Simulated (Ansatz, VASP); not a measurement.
Two plane-wave programs on Au

```
Au
1.0
    -1.58055    1.58055    1.70213
     1.58055   -1.58055    1.70213
     1.58055    1.58055   -1.70213
Au
1
Cartesian
  0.0000 0.0000 0.0000
```

Change from the starting cell: strain -0.025 along x and y, +0.050 along z, atoms carried along.

Alike in both runs: task single point; functional PBEsol; k mesh 26 × 26 × 26; occupations gaussian, width 0.15 eV; no spin polarisation.

|  | VASP | Ansatz |
| --- | --- | --- |
| version | VASP 6.6.1 | Ansatz 0.2.0 |
| potentials or method | VASP PAW PBE potentials, release 64 (Au), cutoff 520 eV | scalar-relativistic, plane waves, PAW |
| valence electrons in the cell | 11 | 19 |

|  | VASP | Ansatz | Ansatz less VASP |
| --- | --- | --- | --- |
| gap on the k mesh at the Fermi level (eV) | none | none | - |
| pressure (GPa) | 0.3 | 0.5 | +0.23 |
| traceless stress, the component that is largest in VASP (GPa) | 0.47 | 0.46 | -0.006 |

VASP's potentials were made for PBE, not for PBEsol. A gap of «none» marks a metal or a gap that the smearing closes. VASP's potentials hold 11 valence electrons a cell and Ansatz's 19, so a difference there can come from the potentials and not from the codes.

Spin-orbit coupling is off throughout.
